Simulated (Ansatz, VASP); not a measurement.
**One calculation of Si4P, two programs**

File INCAR:

```
SYSTEM = Si4P
ALGO     = Normal         ! electronic algorithm
EDIFF    = 1E-6           ! SCF threshold, eV
EDIFFG   = -0.04          ! ionic threshold
ENCUT    = 600            ! plane-wave cutoff, eV
GGA      = PE             ! functional
IBRION   = 2              ! ionic algorithm
ISIF     = 3              ! what is computed and relaxed
ISMEAR   = 0              ! smearing method
LASPH    = .TRUE.         ! aspherical terms in the spheres
LCHARG   = .FALSE.        ! write CHGCAR
LREAL    = .FALSE.        ! projectors in reciprocal space
LWAVE    = .FALSE.        ! write WAVECAR
NELM     = 80             ! most SCF steps
NSW      = 90             ! ionic steps
PREC     = Accurate       ! precision mode
SIGMA    = 0.1            ! smearing width, eV
```

KPOINTS

```
k-points
0
G
  4 4 4
  0 0 0
```

File POSCAR:

```
Si4P
1.0
    4.3798849900      0.0000000000      0.0000000000
    0.0000000000      4.3798849900      0.0000000000
    0.0000000000      0.0000000000      4.3798849900
Si P
4 1
Direct
    0.5000000000      0.0000000000      0.0000000000
    0.0000000000      0.5000000000      0.0000000000
    0.0000000000      0.0000000000      0.5000000000
    0.0000000000      0.0000000000      0.0000000000
    0.5000000000      0.5000000000      0.5000000000
```

Input for Ansatz:

```yaml
crystal:
  lattice:
    - [4.37988499, 0.0, 0.0]
    - [0.0, 4.37988499, 0.0]
    - [0.0, 0.0, 4.37988499]
  atoms:
    - { symbol: Si, position: [0.5, 0.0, 0.0] }
    - { symbol: Si, position: [0.0, 0.5, 0.0] }
    - { symbol: Si, position: [0.0, 0.0, 0.5] }
    - { symbol: Si, position: [0.0, 0.0, 0.0] }
    - { symbol: P, position: [0.5, 0.5, 0.5] }
basis:
  ecutwfc: 420
kpoints:
  mp_grid: { grid: [4, 4, 4] }
hamiltonian:
  xc: pbe
scf:
  occupations: { method: gaussian, width: 0.1 }
  lower_state_search: "off"
output:
  forces: true
  stress: true
  eigenvalues: true
relax:
  adjacent_minimum: "off"
  f_tol: 0.04
  max_steps: 70
  cell: { stress_tol: 0.4 }
```

Alike in both runs: task relaxation of cell and atoms; functional PBE; k mesh 4 × 4 × 4; occupations gaussian, width 0.1 eV; no spin polarisation.

```csv
,VASP,Ansatz
version,VASP 6.6.1,Ansatz 0.2.0
potentials or method,"VASP PAW PBE potentials, release 64 (Si, P), cutoff 600 eV","scalar-relativistic, plane waves, PAW"
valence electrons in the cell,21,21
```

```csv
,VASP,Ansatz,Ansatz less VASP
"gap on the k mesh at the Fermi level, each at its own relaxed structure (eV)",none,none,-
relaxed volume (Å³/atom),19.50,19.47,-0.027
relaxed cell length with the largest relative difference (Å),4.602,4.600,-0.0021
```

A gap of «none» marks a metal or a gap that the smearing closes.

Noted on VASP's run: the volume moved by over 15 % at a fixed basis, so the end points are rough.
